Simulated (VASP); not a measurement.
# HgH3 (Pm-3m) in VASP: notebook

The runs below take HgH3 through single point, with PBE.

Everything below comes from runs of VASP 6.6.1. Logs are shortened: lines on timing, memory, paths and dates and some standing lists are left out, and cuts for length are marked.

## (1) The cell of the first run

Symmetry: Pm-3m, No. 221, cubic system. Conventional cell: a = 7.021 Å, b = 7.021 Å, c = 7.021 Å, α = 90.00°, β = 90.00°, γ = 90.00°. Hg (site symmetry m-3m) has 12 H at 3.13 to 3.89 Å within 4.1 Å. Within 1.0 Å of H (site symmetry 4mm) lie 1 H at 0.75 Å.

## (2) Single point, PBE (volume scaled by 0.94, then relaxed in part)

Contents of INCAR:

```
PREC = Accurate
ENCUT = 520
EDIFF = 1E-6
ISMEAR = 0
SIGMA = 0.02
LREAL = False
LASPH = True
NELM = 80
ALGO = Normal
ISIF = 2
LWAVE = False
LCHARG = False
GGA = PE
NBANDS = 25
```

Contents of KPOINTS:

```
Automatic mesh
0
Gamma
  4 4 4
```

Contents of POSCAR:

```
HgH3
1.0
    7.0205489103      0.0000000000      0.0000000000
    0.0000000000      7.0205489103      0.0000000000
    0.0000000000      0.0000000000      7.0205489103
Hg H
2 6
Direct
    0.5000000000      0.5000000000      0.5000000000
    0.0000000000      0.0000000000      0.0000000000
    0.0535933698      0.5000000000      0.5000000000
    0.9464066302      0.5000000000      0.5000000000
    0.5000000000      0.0535933698      0.5000000000
    0.5000000000      0.9464066302      0.5000000000
    0.5000000000      0.5000000000      0.0535933698
    0.5000000000      0.5000000000      0.9464066302
```

Potentials or basis: VASP PAW PBE potentials, release 64 (Hg, H).

Run with:

```
cat potpaw_PBE.64/Hg/POTCAR potpaw_PBE.64/H/POTCAR > POTCAR
mpirun -np 1 vasp_std > vasp.out
```

OUTCAR:

```text
PREC = Accurate
   ENCUT = 520
   EDIFF = 1E-6
   ISMEAR = 0
   LREAL = False
   LASPH = True
   NELM = 80
   ISIF = 2
   GGA = PE

 ion  position               nearest neighbor table
   1  0.500  0.500  0.500-
   2  0.000  0.000  0.000-
   3  0.054  0.500  0.500-   4 0.75
   4  0.946  0.500  0.500-   3 0.75
   5  0.500  0.054  0.500-   6 0.75
   6  0.500  0.946  0.500-   5 0.75
   7  0.500  0.500  0.054-   8 0.75
   8  0.500  0.500  0.946-   7 0.75

  LATTYP: Found a simple cubic cell.
 ALAT       =     7.0205489103

  Lattice vectors:

 A1 = (   7.0205489103,   0.0000000000,   0.0000000000)
 A2 = (   0.0000000000,   7.0205489103,   0.0000000000)
 A3 = (   0.0000000000,   0.0000000000,   7.0205489103)

Analysis of symmetry for initial positions (statically):
=====================================================================
 Subroutine PRICEL returns:
 Original cell was already a primitive cell.

 Routine SETGRP: Setting up the symmetry group for a
 simple cubic supercell.

 Subroutine GETGRP returns: Found 48 space group operations
 (whereof 48 operations were pure point group operations)
 out of a pool of 48 trial point group operations.

The static configuration has the point symmetry O_h .

Analysis of symmetry for dynamics (positions and initial velocities):
=====================================================================
 Subroutine PRICEL returns:
 Original cell was already a primitive cell.

 Routine SETGRP: Setting up the symmetry group for a
 simple cubic supercell.

 Subroutine GETGRP returns: Found 48 space group operations
 (whereof 48 operations were pure point group operations)
 out of a pool of 48 trial point group operations.

The dynamic configuration has the point symmetry O_h .

 Subroutine INISYM returns: Found 48 space group operations
 (whereof 48 operations are pure point group operations),
 and found     1 'primitive' translations

----------------------------------------------------------------------------------------

                                     Primitive cell

  volume of cell :     346.0296

  direct lattice vectors                    reciprocal lattice vectors
     7.020548910  0.000000000  0.000000000     0.142439005  0.000000000  0.000000000
     0.000000000  7.020548910  0.000000000     0.000000000  0.142439005  0.000000000
     0.000000000  0.000000000  7.020548910     0.000000000  0.000000000  0.142439005

  length of vectors
     7.020548910  7.020548910  7.020548910     0.142439005  0.142439005  0.142439005

  position of ions in fractional coordinates (direct lattice)
     0.500000000  0.500000000  0.500000000
     0.000000000  0.000000000  0.000000000
     0.053593370  0.500000000  0.500000000
     0.946406630  0.500000000  0.500000000
     0.500000000  0.053593370  0.500000000
     0.500000000  0.946406630  0.500000000
     0.500000000  0.500000000  0.053593370
     0.500000000  0.500000000  0.946406630

  ion indices of the primitive-cell ions
   primitive index   ion index
                 1           1
                 2           2
                 3           3
                 4           4
                 5           5
                 6           6
                 7           7
                 8           8

----------------------------------------------------------------------------------------

 KPOINTS: Automatic mesh

Automatic generation of k-mesh.
 Grid dimensions read from file:
 generate k-points for:    4    4    4

 Generating k-lattice:

  Cartesian coordinates                     Fractional coordinates (reciprocal lattice)
     0.035609751  0.000000000  0.000000000     0.250000000  0.000000000  0.000000000
     0.000000000  0.035609751  0.000000000     0.000000000  0.250000000  0.000000000
     0.000000000  0.000000000  0.035609751     0.000000000  0.000000000  0.250000000

  Length of vectors
     0.035609751  0.035609751  0.035609751

  Shift w.r.t. Gamma in fractional coordinates (k-lattice)
     0.000000000  0.000000000  0.000000000

 Subroutine IBZKPT returns following result:
 ===========================================

 Found     10 irreducible k-points:

 Following reciprocal coordinates:
            Coordinates               Weight
  0.000000  0.000000  0.000000      1.000000
  0.250000  0.000000  0.000000      6.000000
  0.500000  0.000000  0.000000      3.000000
  0.250000  0.250000  0.000000     12.000000
  0.500000  0.250000  0.000000     12.000000
  0.500000  0.500000  0.000000      3.000000
  0.250000  0.250000  0.250000      8.000000
  0.500000  0.250000  0.250000     12.000000
  0.500000  0.500000  0.250000      6.000000
  0.500000  0.500000  0.500000      1.000000
   k-points           NKPTS =     10   k-points in BZ     NKDIM =     10   number of bands    NBANDS=     25
   number of dos      NEDOS =    301   number of ions     NIONS =      8
   total plane-waves  NPLWV = 157464
   dimension x,y,z NGX =    54 NGY =   54 NGZ =   54
   dimension x,y,z NGXF=   108 NGYF=  108 NGZF=  108
   ions per type =               2   6
   NGX,Y,Z   is equivalent  to a cutoff of  12.79, 12.79, 12.79 a.u.
   NGXF,Y,Z  is equivalent  to a cutoff of  25.57, 25.57, 25.57 a.u.
 SYSTEM =  unknown system
   PREC   = accura    normal or accurate (medium, high low for compatibility)
   ISTART =      0    job   : 0-new  1-cont  2-samecut
   ICHARG =      2    charge: 1-file 2-atom 10-const
   ISPIN  =      1    spin polarized calculation?
   LNONCOLLINEAR =      F non collinear calculations
   LSORBIT =      F    spin-orbit coupling
   LASPH  =      T    aspherical Exc in radial PAW
   ENCUT  =  520.0 eV  38.22 Ry    6.18 a.u.  13.05 13.05 13.05*2*pi/ulx,y,z
   NELM   =     80;   NELMIN=  2; NELMDL= -5     # of ELM steps
   EDIFF  = 0.1E-05   stopping-criterion for ELM
   LREAL  =      F    real-space projection
   EDIFFG = 0.1E-04   stopping-criterion for IOM
   NSW    =      0    number of steps for IOM
   IBRION =     -1    ionic relax: 0-MD 1-quasi-New 2-CG
   NFREE  =      0    steps in history (QN), initial steepest desc. (CG)
   ISIF   =      2    stress and relaxation
   ISYM   =      2    0-nonsym 1-usesym 2-fastsym
   POTIM  = 0.5000    time-step for ionic-motion
   TEBEG  =    0.0;   TEEND  =   0.0 temperature during run
   PSTRESS=    0.0 pullay stress
   NELECT =      30.0000    total number of electrons
   NUPDOWN=      -1.0000    fix difference up-down
   EMIN   =  10.00;   EMAX   =-10.00  energy-range for DOS
   EFERMI =   0.00;   METHOD = LEGACY
   ISMEAR =     0;   SIGMA  =   0.02  broadening in eV -4-tet -1-fermi 0-gaus
   EFERMI_NEDOS =   21; number of points for ismear=-14 and -15
   IALGO  =     38    algorithm
   IMIX   =      4    mixing-type and parameters
     AMIX     =   0.40;   BMIX     =  1.00
     AMIX_MAG =   1.60;   BMIX_MAG =  1.00
  volume/ion in A,a.u.               =      43.25       291.89
  Fermi-wavevector in a.u.,A,eV,Ry     =   0.724565  1.369230  7.142988  0.524995
  Thomas-Fermi vector in A             =   1.815067
   LORBIT       =      0    0 simple, 1 ext, 2 COOP (PROOUT), +10 PAW based schemes
   GGA     = PE    functional components
   LHFCALC =     F    Hartree Fock is set to
   AEXX    =    0.0000 exact exchange contribution
   IVDW    =     0    specifies the selected vdW correction
   LEPSILON=     F    determine dielectric tensor
   LRPA    =     F    only Hartree local field effects (RPA)
 non-spin polarized calculation
 Gauss-broadening in eV      SIGMA  =   0.02
  energy-cutoff  :      520.00
  volume of cell :      346.03
 maximum number of plane-waves:      9358
 NGX is ok and might be reduce to    54
   NGX = 27   NGY = 27   NGZ = 27

 number of electron      29.9999993 magnetization

 Free energy of the ion-electron system (eV)
  ---------------------------------------------------
  ext. energy  EPLUGINS =         0.00000000
  ---------------------------------------------------
  free energy    TOTEN  =       -20.40283185 eV

  energy without entropy =      -20.40283185  energy(sigma->0) =      -20.40283185

 E-fermi :  -5.3469     XC(G=0):  -4.2231

 val. band max:       -5.4561081868   @ k =   0.0000   0.0000   0.0000
 cond. band min:      -0.6828845693   @ k =   0.0000   0.0000   0.0000
 fundamental gap:      4.7732236175
 Fermi energy:        -5.3469128823

 k-point     1 :       0.0000    0.0000    0.0000
  band No.  band energies     occupation
      1      -9.4065      2.00000
      2      -9.3792      2.00000
      3      -9.3792      2.00000
      4      -8.8732      2.00000
      5      -8.8732      2.00000
      6      -8.8732      2.00000
[... 17 lines left out ...]
     24       2.9710      0.00000
     25       3.8647      0.00000

 k-point     2 :       0.2500    0.0000    0.0000
  band No.  band energies     occupation
      1      -9.3960      2.00000
      2      -9.3787      2.00000
      3      -9.3236      2.00000
      4      -8.8734      2.00000
      5      -8.8734      2.00000
      6      -8.8732      2.00000
[... 17 lines left out ...]
     24       3.4307      0.00000
     25       3.4307      0.00000

 k-point     3 :       0.5000    0.0000    0.0000
  band No.  band energies     occupation
      1      -9.3935      2.00000
      2      -9.3783      2.00000
      3      -9.2385      2.00000
      4      -8.8737      2.00000
      5      -8.8737      2.00000
      6      -8.8732      2.00000
[... 17 lines left out ...]
     24       3.0398      0.00000
     25       3.4983      0.00000

 k-point     4 :       0.2500    0.2500    0.0000
  band No.  band energies     occupation
      1      -9.3868      2.00000
      2      -9.3239      2.00000
      3      -9.3218      2.00000
      4      -8.8737      2.00000
      5      -8.8735      2.00000
      6      -8.8734      2.00000
[... 17 lines left out ...]
     24       3.0859      0.00000
     25       3.4317      0.00000

 k-point     5 :       0.5000    0.2500    0.0000
  band No.  band energies     occupation
      1      -9.3857      2.00000
      2      -9.3219      2.00000
      3      -9.2375      2.00000
      4      -8.8739      2.00000
      5      -8.8737      2.00000
      6      -8.8734      2.00000
[... 17 lines left out ...]
     24       3.0063      0.00000
     25       3.0678      0.00000

 k-point     6 :       0.5000    0.5000    0.0000
  band No.  band energies     occupation
      1      -9.3851      2.00000
      2      -9.2364      2.00000
      3      -9.2364      2.00000
      4      -8.8936      2.00000
      5      -8.8742      2.00000
      6      -8.8737      2.00000
[... 17 lines left out ...]
     24       2.6810      0.00000
     25       2.7022      0.00000

 k-point     7 :       0.2500    0.2500    0.2500
  band No.  band energies     occupation
      1      -9.3243      2.00000
      2      -9.3216      2.00000
      3      -9.3216      2.00000
      4      -8.8737      2.00000
      5      -8.8737      2.00000
      6      -8.8737      2.00000
[... 17 lines left out ...]
     24       2.9907      0.00000
     25       3.3356      0.00000

 k-point     8 :       0.5000    0.2500    0.2500
  band No.  band energies     occupation
      1      -9.3227      2.00000
      2      -9.3214      2.00000
      3      -9.2371      2.00000
      4      -8.8740      2.00000
      5      -8.8739      2.00000
      6      -8.8737      2.00000
[... 17 lines left out ...]
     24       3.1365      0.00000
     25       3.2120      0.00000

 k-point     9 :       0.5000    0.5000    0.2500
  band No.  band energies     occupation
      1      -9.3220      2.00000
      2      -9.2366      2.00000
      3      -9.2366      2.00000
      4      -8.8936      2.00000
      5      -8.8742      2.00000
      6      -8.8739      2.00000
[... 17 lines left out ...]
     24       2.9922      0.00000
     25       3.1318      0.00000

 k-point    10 :       0.5000    0.5000    0.5000
  band No.  band energies     occupation
      1      -9.2367      2.00000
      2      -9.2367      2.00000
      3      -9.2367      2.00000
      4      -8.8936      2.00000
      5      -8.8936      2.00000
      6      -8.8741      2.00000
[... 17 lines left out ...]
     24       3.0665      0.00000
     25       3.6105      0.00000

------------------------ aborting loop because EDIFF is reached ----------------------------------------

  FORCE on cell =-STRESS in cart. coord.  units (eV):
  Direction    XX          YY          ZZ          XY          YZ          ZX
  --------------------------------------------------------------------------------------
  -------------------------------------------------------------------------------------
  Total       -0.0482256     -0.0482256     -0.0482256     -0.0000000     -0.0000000      0.0000000
  in kB       -0.2232928     -0.2232928     -0.2232928     -0.0000000     -0.0000000      0.0000000
  external PRESSURE =      -0.2232928 kB  Pullay stress =       0.0000000 kB

 VOLUME and BASIS-vectors are now :
 -----------------------------------------------------------------------------
  energy-cutoff  :      520.00
  volume of cell :      346.03
      direct lattice vectors                 reciprocal lattice vectors
     7.020548910  0.000000000  0.000000000     0.142439005  0.000000000  0.000000000
     0.000000000  7.020548910  0.000000000     0.000000000  0.142439005  0.000000000
     0.000000000  0.000000000  7.020548910     0.000000000  0.000000000  0.142439005

 POSITION                                       TOTAL-FORCE (eV/Angst)
 -----------------------------------------------------------------------------------
      3.51027      3.51027      3.51027         0.000000     -0.000000      0.000000
      0.00000      0.00000      0.00000         0.000000     -0.000000      0.000000
      0.37625      3.51027      3.51027        -0.011365     -0.000000     -0.000000
      6.64429      3.51027      3.51027         0.011365     -0.000000      0.000000
      3.51027      0.37625      3.51027         0.000000     -0.011365     -0.000000
      3.51027      6.64429      3.51027         0.000000      0.011365      0.000000
      3.51027      3.51027      0.37625         0.000000     -0.000000     -0.011365
      3.51027      3.51027      6.64429         0.000000     -0.000000      0.011365
 -----------------------------------------------------------------------------------
    total drift:                                0.000000      0.000000      0.000000

  FREE ENERGIE OF THE ION-ELECTRON SYSTEM (eV)
  ---------------------------------------------------
  free  energy   TOTEN  =       -20.4028318464 eV

  energy  without entropy=      -20.4028318464  energy(sigma->0) =      -20.40283185
```

Run time: 1.9 min. Hardware: 1 thread of Intel Xeon 6975P-C, shared host; peak memory 0.44 GiB.

Results:

```
Free energy            : -20.4028 eV
Pressure               : 0.0 GPa
Largest force          : 0.011 eV/Å
Band gap on the k mesh : 4.77 eV, direct
```

Forces in eV/Å, atoms in the order of the input:
```
Hg   0.000  0.000  0.000
Hg   0.000  0.000  0.000
H   -0.011  0.000  0.000
H    0.011  0.000  0.000
H    0.000 -0.011  0.000
H    0.000  0.011  0.000
H    0.000  0.000 -0.011
H    0.000  0.000  0.011
```

Caveat: spin-orbit coupling is left out, which moves the levels of the heavy elements. A k mesh can miss the band edges.

(Continued in part 2 of 2.)
